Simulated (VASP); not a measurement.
Here is a VASP 6.6.1 calculation.

INCAR

```
  ALGO = Normal
  EDIFF = 1E-6
  ENCUT = 520
  GGA = PE
  ISIF = 2
  ISMEAR = -1
  LASPH = True
  LCHARG = True
  LELF = True
  LREAL = False
  LVHAR = True
  LWAVE = False
  NBANDS = 14
  NELM = 100
  PREC = Accurate
  SIGMA = 0.05
```

The input KPOINTS:

```
k-points
0
Gamma
  9 9 9
```

The input POSCAR:

```
Bi
1.0
   -2.0075049763      2.0075049763      2.0075049763
    2.0075049763     -2.0075049763      2.0075049763
    2.0075049763      2.0075049763     -2.0075049763
Bi
1
Direct
    0.0000000000      0.0000000000      0.0000000000
```

Potentials or basis: VASP PAW PBE potentials, release 64 (Bi_d).

The run is started by

```console
$ cat potpaw_PBE.64/Bi_d/POTCAR > POTCAR
$ mpirun -np 1 vasp_std > vasp.out
```

(1) Estimate the pressure.

Results:

(1) -1.2 GPa.
